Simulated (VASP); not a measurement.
# Ge (C2/c) in VASP: single point with LDA

Aim: the single point of Ge with LDA.

All numbers are computed with VASP 6.6.1; they aren't measurements. Logs are shortened: lines on timing, memory, paths and dates and some standing lists are left out, and cuts for length are marked.

### 1 The cell of the first run

The structure is monoclinic, space group C2/c (No. 15). The conventional cell has a = 5.490 Å, b = 5.687 Å, c = 3.952 Å, α = 90.00°, β = 133.99°, γ = 90.00°. Within 3.1 Å of Ge (site symmetry 2) lie 4 Ge at 2.38 to 2.49 Å.

### 2 Single point, LDA (mode 4 frozen in at -0.049 Å, strain +e along z and -e/2 along x and y -0.0233)

INCAR reads:

```
SYSTEM = Ge
PREC = Accurate
ENCUT = 520
EDIFF = 1E-7
ISMEAR = 0
SIGMA = 0.15
LREAL = .FALSE.
LASPH = .TRUE.
NELM = 80
ALGO = Normal
ISIF = 2
LWAVE = .FALSE.
LCHARG = .FALSE.
NBANDS = 21
```

KPOINTS reads:

```
regular mesh
0
G
  14 14 14
  0 0 0
```

POSCAR reads:

```
Ge
1.0
    0.0000000000      2.8434572514      2.7452228512
    2.8434572514      0.0000000000      2.7452228512
    2.8434572514      2.8434572514      0.0000000000
Ge
2
Direct
    0.5087522293      0.4912477707      0.4912477707
    0.7412477707      0.7587522293      0.7587522293
```

Potentials or basis: VASP PAW LDA potentials, release 64 (Ge_d).

On the command line:

```sh
$ cat potpaw_LDA.64/Ge_d/POTCAR > POTCAR
$ mpirun -np 1 vasp_std > vasp.out
```

OUTCAR:

```text
SYSTEM = Ge
   PREC = Accurate
   ENCUT = 520
   EDIFF = 1E-7
   ISMEAR = 0
   LREAL = .FALSE.
   LASPH = .TRUE.
   NELM = 80
   ISIF = 2

 ion  position               nearest neighbor table
   1  0.509  0.491  0.491-   2 2.38   2 2.38   2 2.49   2 2.49
   2  0.741  0.759  0.759-   1 2.38   1 2.38   1 2.49   1 2.49

  LATTYP: Found a body centered tetragonal cell.
 ALAT       =     4.0212558090
 C/A-ratio  =     1.3653559891

  Lattice vectors:

 A1 = (   0.0000000000,  -2.8434572514,  -2.7452228512)
 A2 = (   0.0000000000,   2.8434572514,  -2.7452228512)
 A3 = (   2.8434572514,   0.0000000000,   2.7452228512)

Analysis of symmetry for initial positions (statically):
=====================================================================
 Subroutine PRICEL returns:
 Original cell was already a primitive cell.

 Routine SETGRP: Setting up the symmetry group for a
 body centered tetragonal supercell.

 Subroutine GETGRP returns: Found  4 space group operations
 (whereof  2 operations were pure point group operations)
 out of a pool of 16 trial point group operations.

The static configuration has the point symmetry C_2 .
 The point group associated with its full space group is C_2h.

Analysis of symmetry for dynamics (positions and initial velocities):
=====================================================================
 Subroutine PRICEL returns:
 Original cell was already a primitive cell.

 Routine SETGRP: Setting up the symmetry group for a
 body centered tetragonal supercell.

 Subroutine GETGRP returns: Found  4 space group operations
 (whereof  2 operations were pure point group operations)
 out of a pool of 16 trial point group operations.

The dynamic configuration has the point symmetry C_2 .
 The point group associated with its full space group is C_2h.

 Subroutine INISYM returns: Found  4 space group operations
 (whereof  2 operations are pure point group operations),
 and found     1 'primitive' translations

----------------------------------------------------------------------------------------

                                     Primitive cell

  volume of cell :      44.3916

  direct lattice vectors                    reciprocal lattice vectors
     0.000000000  2.843457251  2.745222851    -0.175842278  0.175842278  0.182134576
     2.843457251  0.000000000  2.745222851     0.175842278 -0.175842278  0.182134576
     2.843457251  2.843457251  0.000000000     0.175842278  0.175842278 -0.182134576

  length of vectors
     3.952404033  3.952404033  4.021255809     0.308243438  0.308243438  0.308243438

  position of ions in fractional coordinates (direct lattice)
[... 75 lines left out ...]
   LSORBIT =      F    spin-orbit coupling
   LASPH  =      T    aspherical Exc in radial PAW
   ENCUT  =  520.0 eV  38.22 Ry    6.18 a.u.   7.35  7.35  7.48*2*pi/ulx,y,z
   NELM   =     80;   NELMIN=  2; NELMDL= -5     # of ELM steps
   EDIFF  = 0.1E-06   stopping-criterion for ELM
   LREAL  =      F    real-space projection
   EDIFFG = 0.1E-05   stopping-criterion for IOM
   NSW    =      0    number of steps for IOM
   IBRION =     -1    ionic relax: 0-MD 1-quasi-New 2-CG
   NFREE  =      0    steps in history (QN), initial steepest desc. (CG)
   ISIF   =      2    stress and relaxation
   ISYM   =      2    0-nonsym 1-usesym 2-fastsym
   POTIM  = 0.5000    time-step for ionic-motion
   TEBEG  =    0.0;   TEEND  =   0.0 temperature during run
   PSTRESS=    0.0 pullay stress
   NELECT =      28.0000    total number of electrons
   NUPDOWN=      -1.0000    fix difference up-down
   EMIN   =  10.00;   EMAX   =-10.00  energy-range for DOS
   EFERMI =   0.00;   METHOD = LEGACY
   ISMEAR =     0;   SIGMA  =   0.15  broadening in eV -4-tet -1-fermi 0-gaus
   EFERMI_NEDOS =   21; number of points for ismear=-14 and -15
   IALGO  =     38    algorithm
   IMIX   =      4    mixing-type and parameters
     AMIX     =   0.40;   BMIX     =  1.00
     AMIX_MAG =   1.60;   BMIX_MAG =  1.00
  volume/ion in A,a.u.               =      22.20       149.78
  Fermi-wavevector in a.u.,A,eV,Ry     =   1.403979  2.653135 26.819206  1.971156
  Thomas-Fermi vector in A             =   2.526586
   LORBIT       =      0    0 simple, 1 ext, 2 COOP (PROOUT), +10 PAW based schemes
   GGA     = CA    functional components
   LHFCALC =     F    Hartree Fock is set to
   AEXX    =    0.0000 exact exchange contribution
   IVDW    =     0    specifies the selected vdW correction
   LEPSILON=     F    determine dielectric tensor
   LRPA    =     F    only Hartree local field effects (RPA)
 non-spin polarized calculation
 Gauss-broadening in eV      SIGMA  =   0.15
  energy-cutoff  :      520.00
  volume of cell :       44.39
 maximum number of plane-waves:      1221
 NGX is ok and might be reduce to    30
   NGX = 15   NGY = 15   NGZ = 15

 number of electron      27.9999976 magnetization

 Free energy of the ion-electron system (eV)
  ---------------------------------------------------
  ext. energy  EPLUGINS =         0.00000000
  ---------------------------------------------------
  free energy    TOTEN  =       -10.32825310 eV

  energy without entropy =      -10.32744879  energy(sigma->0) =      -10.32785094

 E-fermi :   5.0614     XC(G=0): -10.3841

 val. band max:        5.0420528735   @ k =   0.3571  -0.0000   0.0000
 cond. band min:       5.1520624284   @ k =   0.4286   0.4286   0.0000
 fundamental gap:      0.1100095548
 Fermi energy:         5.0613984247

 k-point     1 :       0.0000    0.0000    0.0000
  band No.  band energies     occupation
      1     -20.0887      2.00000
      2     -20.0662      2.00000
      3     -20.0379      2.00000
      4     -20.0276      2.00000
      5     -20.0234      2.00000
      6     -19.8171      2.00000
[... 565 lines left out ...]
     20      13.8892      0.00000
     21      14.6173      0.00000

 [... further k-points ...]
[... 5 lines left out ...]
  --------------------------------------------------------------------------------------
  -------------------------------------------------------------------------------------
  Total       -0.1402537     -0.0307776      0.6239198      0.0000000     -0.8793416      0.0000000
  in kB       -5.0620216     -1.1108214     22.5184425      0.0000000    -31.7370981      0.0000000
  external PRESSURE =       5.4485331 kB  Pullay stress =       0.0000000 kB

 VOLUME and BASIS-vectors are now :
 -----------------------------------------------------------------------------
  energy-cutoff  :      520.00
  volume of cell :       44.39
      direct lattice vectors                 reciprocal lattice vectors
     0.000000000  2.843457251  2.745222851    -0.175842278  0.175842278  0.182134576
     2.843457251  0.000000000  2.745222851     0.175842278 -0.175842278  0.182134576
     2.843457251  2.843457251  0.000000000     0.175842278  0.175842278 -0.182134576

 POSITION                                       TOTAL-FORCE (eV/Angst)
 -----------------------------------------------------------------------------------
      2.79368      2.84346      2.74522         1.114496     -0.000000     -0.000000
      4.31496      4.26519      4.11783        -1.114496      0.000000      0.000000
 -----------------------------------------------------------------------------------
    total drift:                               -0.000000      0.000000      0.000000

  FREE ENERGIE OF THE ION-ELECTRON SYSTEM (eV)
  ---------------------------------------------------
  free  energy   TOTEN  =       -10.3282531025 eV

  energy  without entropy=      -10.3274487859  energy(sigma->0) =      -10.32785094
```

OSZICAR:

```text
N       E                     dE             d eps       ncg     rms          rms(c)
DAV:   1     0.193420168704E+03    0.19342E+03   -0.14720E+04 34691   0.362E+03
DAV:   2     0.174297430128E+02   -0.17599E+03   -0.17040E+03 31398   0.617E+02
DAV:   3    -0.960171819801E+01   -0.27031E+02   -0.26857E+02 35758   0.143E+02
DAV:   4    -0.104965620195E+02   -0.89484E+00   -0.89436E+00 35406   0.307E+01
DAV:   5    -0.105108508230E+02   -0.14289E-01   -0.14288E-01 35664   0.426E+00    0.338E+00
DAV:   6    -0.103885030859E+02    0.12235E+00   -0.38552E-02 34979   0.170E+00    0.193E+00
DAV:   7    -0.103275042755E+02    0.60999E-01   -0.77369E-02 33771   0.215E+00    0.141E-01
DAV:   8    -0.103282236206E+02   -0.71935E-03   -0.62151E-03 35901   0.936E-01    0.474E-02
DAV:   9    -0.103282569084E+02   -0.33288E-04   -0.96314E-05 37174   0.100E-01    0.136E-02
DAV:  10    -0.103282532322E+02    0.36762E-05   -0.10525E-05 42747   0.477E-02    0.467E-03
DAV:  11    -0.103282530950E+02    0.13715E-06   -0.10438E-06 34150   0.837E-03    0.192E-03
DAV:  12    -0.103282531025E+02   -0.74724E-08   -0.68013E-08 26263   0.371E-03
   1 F= -.10328253E+02 E0= -.10327851E+02  d E =-.804317E-03
```

Wall time 8.2 min (1 thread of Intel Xeon 6975P-C, shared host); peak memory 0.59 GiB.

Results:

```yaml
Free_energy: -10.3283 eV
Pressure: 0.5 GPa
Largest_force: 1.114 eV/Å
Band_gap_on_the_k_mesh: zero (band 14 reaches 5.29 eV, above the bottom of band 15 at 4.87 eV)
```

Forces in eV/Å, atoms in the order of the input:
```
Ge   1.114  0.000  0.000
Ge  -1.114  0.000  0.000
```

Caveat: the cell differs from its parent crystal (mode 4 frozen in at -0.049 Å, strain +e along z and -e/2 along x and y -0.0233); forces of over 1 eV/Å act on the atoms, so gaps and moduli don't describe the material at rest.
